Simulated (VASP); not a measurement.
Write the native input for VASP 6.6.1 that does the following.

```yaml
Task: single point
Functional: PBE
Potentials_or_basis: VASP PAW PBE potentials, release 64 (Rb_sv, Cl)
Cutoff: 500 eV
k_mesh: 6 × 6 × 6
Occupations: gaussian, width 0.02 eV
Spin: non-collinear spin, zero start, spin-orbit coupling
Starting_moments: "[[0.0, 0.0, 0.0], [0.0, 0.0, 0.0]] μB"
Dipole_correction: no
Further_INCAR_settings: ALGO = Normal; EDIFF = 1e-06; NBANDS = 28
```

The structure of RbCl lies in POSCAR:

```
RbCl
1.0
    0.0000000000      3.3491260158      3.3491260158
    3.3491260158      0.0000000000      3.3491260158
    3.3491260158      3.3491260158      0.0000000000
Rb Cl
1 1
Direct
    0.0000000000      0.0000000000      0.0000000000
    0.5000000000      0.5000000000      0.5000000000
```

These files were run (other wordings do the same):

INCAR

```
SYSTEM = RbCl
  PREC = Accurate
  ENCUT = 500
  EDIFF = 1E-6
  ISMEAR = 0
  SIGMA = 0.02
  LREAL = .False.
  LASPH = .True.
  NELM = 200
  ALGO = Normal
  ISIF = 2
  LWAVE = .False.
  LCHARG = .False.
  MAGMOM = 0 0 0 0 0 0
  LORBIT = 11
  LSORBIT = .True.
  GGA_COMPAT = .False.
  LORBMOM = .True.
  GGA = PE
  NBANDS = 28
```

KPOINTS

```
regular mesh
0
Gamma
  6 6 6
  0 0 0
```

Potentials or basis: VASP PAW PBE potentials, release 64 (Rb_sv, Cl).

Launch:

```bash
$ cat potpaw_PBE.64/Rb_sv/POTCAR potpaw_PBE.64/Cl/POTCAR > POTCAR
$ mpirun -np 1 vasp_ncl > vasp.out
```

It gave:

* Pressure: 0.0 GPa
* Net moment: 0.00 μB per cell
* Valence electrons inside the program's atomic spheres: Rb 7.31; Cl 5.15

Wall time 2.5 min on 1 thread of Intel Xeon 8259CL (shared host), peak memory 0.4 GiB.
